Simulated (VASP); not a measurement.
# Na (Im-3m) in VASP: a series of runs

Aim: see how the results for Na move with the level of theory and the settings. Levels: PBE, LDA, PBEsol. Tasks: density of states, electric field gradients.

Everything below comes from runs of VASP 6.6.1. Logs are shortened: lines on timing, memory, paths and dates and some standing lists are left out, and cuts for length are marked.

## 1. The cell of the first run

Symmetry: Im-3m, No. 229, cubic system. The conventional cell has a = 4.235 Å, b = 4.235 Å, c = 4.235 Å, α = 90.00°, β = 90.00°, γ = 90.00°. Na (site symmetry m-3m) has 14 Na at 3.67 to 4.24 Å within 4.8 Å.

## 2. Density of states, PBE

Contents of POSCAR:

```
Na
1.0
   -2.1175000000      2.1175000000      2.1175000000
    2.1175000000     -2.1175000000      2.1175000000
    2.1175000000      2.1175000000     -2.1175000000
Na
1
Direct
    0.0000000000      0.0000000000      0.0000000000
```

Contents of INCAR.step1:

```
SYSTEM = Na
PREC = Accurate
ENCUT = 520
EDIFF = 1E-6
ISMEAR = -1
SIGMA = 0.03
LREAL = .False.
LASPH = .True.
NELM = 100
ALGO = Normal
ISIF = 2
LWAVE = .False.
LCHARG = .True.
GGA = PE
NBANDS = 10
```

Contents of KPOINTS.step1:

```
regular mesh
0
Gamma
  11 11 11
  0 0 0
```

Contents of INCAR.step2:

```
SYSTEM = Na
PREC = Accurate
ENCUT = 520
EDIFF = 1E-6
ISMEAR = -5
SIGMA = 0.03
LREAL = .False.
LASPH = .True.
NELM = 100
ALGO = Normal
ISIF = 2
LWAVE = .False.
LCHARG = .False.
GGA = PE
LORBIT = 11
NBANDS = 10
NEDOS = 1001
ICHARG = 11
```

Contents of KPOINTS.step2:

```
regular mesh
0
Gamma
  17 17 17
  0 0 0
```

Potentials or basis: VASP PAW PBE potentials, release 64 (Na_pv).

Command:

```console
$ cat potpaw_PBE.64/Na_pv/POTCAR > POTCAR
$ cp INCAR.step1 INCAR
$ cp KPOINTS.step1 KPOINTS
$ mpirun -np 1 vasp_std > vasp.out
$ cp INCAR.step2 INCAR
$ cp KPOINTS.step2 KPOINTS
$ mpirun -np 1 vasp_std > vasp.out
```

OUTCAR:

```text
SYSTEM = Na
   PREC = Accurate
   ENCUT = 520
   EDIFF = 1E-6
   ISMEAR = -5
   LREAL = .False.
   LASPH = .True.
   NELM = 100
   ISIF = 2
   GGA = PE
   LORBIT = 11
   ICHARG = 11

 ion  position               nearest neighbor table
   1  0.000  0.000  0.000-

  LATTYP: Found a body centered cubic cell.
 ALAT       =     4.2350000000

  Lattice vectors:

 A1 = (  -2.1175000000,   2.1175000000,   2.1175000000)
 A2 = (   2.1175000000,  -2.1175000000,   2.1175000000)
 A3 = (   2.1175000000,   2.1175000000,  -2.1175000000)

Analysis of symmetry for initial positions (statically):
=====================================================================
 Subroutine PRICEL returns:
 Original cell was already a primitive cell.

 Routine SETGRP: Setting up the symmetry group for a
 body centered cubic supercell.

 Subroutine GETGRP returns: Found 48 space group operations
 (whereof 48 operations were pure point group operations)
 out of a pool of 48 trial point group operations.

The static configuration has the point symmetry O_h .

Analysis of symmetry for dynamics (positions and initial velocities):
=====================================================================
 Subroutine PRICEL returns:
 Original cell was already a primitive cell.

 Routine SETGRP: Setting up the symmetry group for a
 body centered cubic supercell.

 Subroutine GETGRP returns: Found 48 space group operations
 (whereof 48 operations were pure point group operations)
 out of a pool of 48 trial point group operations.

The dynamic configuration has the point symmetry O_h .

 Subroutine INISYM returns: Found 48 space group operations
 (whereof 48 operations are pure point group operations),
 and found     1 'primitive' translations

----------------------------------------------------------------------------------------

                                     Primitive cell

  volume of cell :      37.9778

  direct lattice vectors                    reciprocal lattice vectors
    -2.117500000  2.117500000  2.117500000     0.000000000  0.236127509  0.236127509
     2.117500000 -2.117500000  2.117500000     0.236127509  0.000000000  0.236127509
     2.117500000  2.117500000 -2.117500000     0.236127509  0.236127509  0.000000000

  length of vectors
     3.667617585  3.667617585  3.667617585     0.333934725  0.333934725  0.333934725

  position of ions in fractional coordinates (direct lattice)
     0.000000000  0.000000000  0.000000000

  ion indices of the primitive-cell ions
   primitive index   ion index
                 1           1

----------------------------------------------------------------------------------------

 KPOINTS: regular mesh

Automatic generation of k-mesh.
 Grid dimensions read from file:
 generate k-points for:   17   17   17

 Generating k-lattice:

  Cartesian coordinates                     Fractional coordinates (reciprocal lattice)
     0.000000000  0.013889853  0.013889853     0.058823529  0.000000000  0.000000000
     0.013889853  0.000000000  0.013889853     0.000000000  0.058823529  0.000000000
     0.013889853  0.013889853  0.000000000     0.000000000  0.000000000  0.058823529

  Length of vectors
     0.019643219  0.019643219  0.019643219

  Shift w.r.t. Gamma in fractional coordinates (k-lattice)
     0.000000000  0.000000000  0.000000000

 TETIRR: Found   5734 inequivalent tetrahedra from    29478

 Subroutine IBZKPT returns following result:
 ===========================================

 Found    165 irreducible k-points:

 Following reciprocal coordinates:
            Coordinates               Weight
  0.000000  0.000000  0.000000      1.000000
  0.058824  0.000000  0.000000     12.000000
  0.117647  0.000000  0.000000     12.000000
  0.176471  0.000000  0.000000     12.000000
  0.235294  0.000000  0.000000     12.000000
  0.294118  0.000000  0.000000     12.000000
[... 16 lines left out ...]
  0.411765  0.117647  0.000000     48.000000
  0.176471  0.176471  0.000000     24.000000
 [... further k-points ...]
   k-points           NKPTS =    165   k-points in BZ     NKDIM =    165   number of bands    NBANDS=     10
   number of dos      NEDOS =   1001   number of ions     NIONS =      1
   total plane-waves  NPLWV =  21952
   dimension x,y,z NGX =    28 NGY =   28 NGZ =   28
   dimension x,y,z NGXF=    56 NGYF=   56 NGZF=   56
   ions per type =               1
   NGX,Y,Z   is equivalent  to a cutoff of  12.69, 12.69, 12.69 a.u.
   NGXF,Y,Z  is equivalent  to a cutoff of  25.38, 25.38, 25.38 a.u.
 SYSTEM =  Na
   PREC   = accura    normal or accurate (medium, high low for compatibility)
   ISTART =      0    job   : 0-new  1-cont  2-samecut
   ICHARG =     11    charge: 1-file 2-atom 10-const
   ISPIN  =      1    spin polarized calculation?
   LNONCOLLINEAR =      F non collinear calculations
   LSORBIT =      F    spin-orbit coupling
   LASPH  =      T    aspherical Exc in radial PAW
   ENCUT  =  520.0 eV  38.22 Ry    6.18 a.u.   6.82  6.82  6.82*2*pi/ulx,y,z
   NELM   =    100;   NELMIN=  2; NELMDL=  0     # of ELM steps
   EDIFF  = 0.1E-05   stopping-criterion for ELM
   LREAL  =      F    real-space projection
   EDIFFG = 0.1E-04   stopping-criterion for IOM
   NSW    =      0    number of steps for IOM
   IBRION =     -1    ionic relax: 0-MD 1-quasi-New 2-CG
   NFREE  =      0    steps in history (QN), initial steepest desc. (CG)
   ISIF   =      2    stress and relaxation
   ISYM   =      2    0-nonsym 1-usesym 2-fastsym
   POTIM  = 0.5000    time-step for ionic-motion
   TEBEG  =    0.0;   TEEND  =   0.0 temperature during run
   PSTRESS=    0.0 pullay stress
   NELECT =       7.0000    total number of electrons
   NUPDOWN=      -1.0000    fix difference up-down
   EMIN   =  10.00;   EMAX   =-10.00  energy-range for DOS
   EFERMI =   0.00;   METHOD = LEGACY
   ISMEAR =    -5;   SIGMA  =   0.03  broadening in eV -4-tet -1-fermi 0-gaus
   EFERMI_NEDOS =   21; number of points for ismear=-14 and -15
   IALGO  =     38    algorithm
   IMIX   =      4    mixing-type and parameters
     AMIX     =   0.40;   BMIX     =  1.00
     AMIX_MAG =   1.60;   BMIX_MAG =  1.00
  volume/ion in A,a.u.               =      37.98       256.29
  Fermi-wavevector in a.u.,A,eV,Ry     =   0.931674  1.760609 11.810087  0.868017
  Thomas-Fermi vector in A             =   2.058192
   LORBIT       =     11    0 simple, 1 ext, 2 COOP (PROOUT), +10 PAW based schemes
   GGA     = PE    functional components
   LHFCALC =     F    Hartree Fock is set to
   AEXX    =    0.0000 exact exchange contribution
   IVDW    =     0    specifies the selected vdW correction
   LEPSILON=     F    determine dielectric tensor
   LRPA    =     F    only Hartree local field effects (RPA)
 non-spin polarized calculation
 Fermi weights with tetrahedron method with Bloechl corrections
  energy-cutoff  :      520.00
  volume of cell :       37.98
 maximum number of plane-waves:      1055

 number of electron       7.0000012 magnetization

 Free energy of the ion-electron system (eV)
  ---------------------------------------------------
  ext. energy  EPLUGINS =         0.00000000
  ---------------------------------------------------
  free energy    TOTEN  =        -1.31042214 eV

  energy without entropy =       -1.31042214  energy(sigma->0) =       -1.31042214

 E-fermi :   0.2888     XC(G=0):  -6.4397

 val. band max:        0.2352360659   @ k =  -0.3529   0.4118   0.1765
 cond. band min:       0.3423627058   @ k =   0.4118   0.0588   0.0000
 fundamental gap:      0.1071266399
 Fermi energy:         0.2887631254

 k-point     1 :       0.0000    0.0000    0.0000
  band No.  band energies     occupation
      1     -24.6604      2.00000
      2     -24.6604      2.00000
      3     -24.6604      2.00000
      4      -2.9671      2.00000
      5      11.8369      0.00000
      6      11.8369      0.00000
      7      11.8369      0.00000
      8      12.8237      0.00000
      9      12.8241      0.00000
     10      13.3701      0.00000

 k-point     2 :       0.0588    0.0000    0.0000
  band No.  band energies     occupation
      1     -24.6615      2.00000
      2     -24.6607      2.00000
      3     -24.6604      2.00000
      4      -2.9071      2.00000
      5      10.9699      0.00000
      6      11.4131      0.00000
      7      11.5751      0.00000
      8      12.2523      0.00000
      9      12.3559      0.00000
     10      13.6145      0.00000

 k-point     3 :       0.1176    0.0000    0.0000
  band No.  band energies     occupation
      1     -24.6647      2.00000
      2     -24.6618      2.00000
      3     -24.6603      2.00000
      4      -2.7275      2.00000
      5       9.4595      0.00000
      6      10.7205      0.00000
      7      11.0778      0.00000
      8      11.5501      0.00000
      9      12.1212      0.00000
     10      13.6762      0.00000

 k-point     4 :       0.1765    0.0000    0.0000
  band No.  band energies     occupation
      1     -24.6695      2.00000
      2     -24.6634      2.00000
      3     -24.6603      2.00000
      4      -2.4296      2.00000
      5       7.9592      0.00000
      6      10.0703      0.00000
      7      10.5815      0.00000
      8      10.9352      0.00000
      9      11.8010      0.00000
     10      13.8669      0.00000

 k-point     5 :       0.2353    0.0000    0.0000
  band No.  band energies     occupation
      1     -24.6752      2.00000
      2     -24.6654      2.00000
      3     -24.6603      2.00000
      4      -2.0153      2.00000
      5       6.5327      0.00000
      6       9.5136      0.00000
      7      10.1486      0.00000
      8      10.4209      0.00000
      9      11.4266      0.00000
     10      14.2695      0.00000

 k-point     6 :       0.2941    0.0000    0.0000
  band No.  band energies     occupation
      1     -24.6812      2.00000
      2     -24.6674      2.00000
      3     -24.6603      2.00000
      4      -1.4873      2.00000
      5       5.1932      0.00000
      6       9.0630      0.00000
      7       9.7963      0.00000
      8      10.0097      0.00000
      9      11.0671      0.00000
     10      14.6866      0.00000
[... 183 lines left out ...]
 k-point    21 :       0.2941    0.1176    0.0000
  band No.  band energies     occupation
      1     -24.6863      2.00000
      2     -24.6699      2.00000
      3     -24.6618      2.00000
      4      -0.6764      2.01240
      5       4.0959      0.00000
      6       6.9054      0.00000
      7       8.9770      0.00000
      8      10.6997      0.00000
      9      12.5865      0.00000
     10      13.8172      0.00000

 k-point    22 :       0.3529    0.1176    0.0000
  band No.  band energies     occupation
      1     -24.6895      2.00000
      2     -24.6716      2.00000
      3     -24.6618      2.00000
      4       0.0638      1.63166
      5       2.9574      0.00000
      6       6.6835      0.00000
      7       8.7713      0.00000
      8      10.4999      0.00000
      9      12.4685      0.00000
     10      14.3522      0.00000

 k-point    23 :       0.4118    0.1176    0.0000
  band No.  band energies     occupation
      1     -24.6913      2.00000
      2     -24.6726      2.00000
      3     -24.6618      2.00000
      4       0.8828     -0.07125
      5       1.9387      0.00000
      6       6.5728      0.00000
      7       8.6678      0.00000
      8      10.3983      0.00000
      9      12.3928      0.00000
     10      14.9101      0.00000

 k-point    24 :       0.1765    0.1765    0.0000
  band No.  band energies     occupation
      1     -24.6810      2.00000
      2     -24.6673      2.00000
      3     -24.6624      2.00000
      4      -1.3707      2.00000
      5       5.8997      0.00000
      6       6.5880      0.00000
      7       9.2290      0.00000
      8      11.4855      0.00000
      9      12.3729      0.00000
     10      14.7374      0.00000

 [... further k-points ...]
[... 5 lines left out ...]
  --------------------------------------------------------------------------------------
  -------------------------------------------------------------------------------------
  Total       -0.0481358     -0.0481358     -0.0481358      0.0000000      0.0000000      0.0000000
  in kB       -2.0307137     -2.0307137     -2.0307137      0.0000000      0.0000000      0.0000000
  external PRESSURE =      -2.0307137 kB  Pullay stress =       0.0000000 kB

 VOLUME and BASIS-vectors are now :
 -----------------------------------------------------------------------------
  energy-cutoff  :      520.00
  volume of cell :       37.98
      direct lattice vectors                 reciprocal lattice vectors
    -2.117500000  2.117500000  2.117500000     0.000000000  0.236127509  0.236127509
     2.117500000 -2.117500000  2.117500000     0.236127509  0.000000000  0.236127509
     2.117500000  2.117500000 -2.117500000     0.236127509  0.236127509  0.000000000

 POSITION                                       TOTAL-FORCE (eV/Angst)
 -----------------------------------------------------------------------------------
      0.00000      0.00000      0.00000         0.000000      0.000000     -0.000000
 -----------------------------------------------------------------------------------
    total drift:                               -0.000000     -0.000000     -0.000000

  FREE ENERGIE OF THE ION-ELECTRON SYSTEM (eV)
  ---------------------------------------------------
  free  energy   TOTEN  =        -1.3104221419 eV

  energy  without entropy=       -1.3104221419  energy(sigma->0) =       -1.31042214

 total charge

# of ion       s       p       d       tot
------------------------------------------
    1        0.097   5.963   0.000   6.060
```

It took 27 s on 1 thread of Intel Xeon Platinum 8488C (Sapphire Rapids), shared host; peak memory 0.17 GiB.

Results:

```yaml
Valence_electrons_inside_the_program's_atomic_spheres: Na 6.06
```

Levels at points of the mesh, in eV from the Fermi level:
```
           k point  band 1  band 2  band 3  band 4  band 5  band 6  band 7  band 8  band 9
(0.00, 0.00, 0.00)  -24.95  -24.95  -24.95   -3.26   11.55   11.55   11.55   12.53   12.54
```

Caveat: tetrahedron occupations give inexact forces and stress in metals.

(Continued in part 2 of 2.)
